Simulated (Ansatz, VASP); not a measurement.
Al3GaIr: VASP beside Ansatz

```
Al Ga Ir
1.0
     3.38769    0.00000    0.00000
     0.00000    3.38769    0.00000
     0.00000    0.00000    7.86901
Al Ga Ir
3 1 1
Cartesian
  0.0000 0.0000 6.5617
  0.0000 0.0000 1.3073
  0.0000 0.0000 3.9345
  1.6938 1.6938 3.9345
  1.6938 1.6938 0.0000
```

Alike in both runs: functional PBE; k mesh 6 × 6 × 4; occupations gaussian, width 0.1 eV; no spin polarisation.

Ansatz relaxed the structure, and its values are those at the end. VASP's run is a single point on that final structure, the one shown.

|  | VASP | Ansatz |
| --- | --- | --- |
| version | VASP 6.6.1 | Ansatz 0.2.0 |
| potentials or method | VASP PAW PBE potentials, release 64 (Al, Ga_d, Ir), cutoff 520 eV | scalar-relativistic, plane waves, PAW |
| valence electrons in the cell | 31 | 39 |

|  | VASP | Ansatz | Ansatz less VASP |
| --- | --- | --- | --- |
| gap on the k mesh at the Fermi level (eV) | none | none | - |
| pressure (GPa) | 0.0 | 0.0 | 0.00 |

A gap of «none» marks a metal or a gap that the smearing closes. VASP's potentials hold 31 valence electrons a cell and Ansatz's 39, so a difference there can come from the potentials and not from the codes.

Spin-orbit coupling is off throughout.
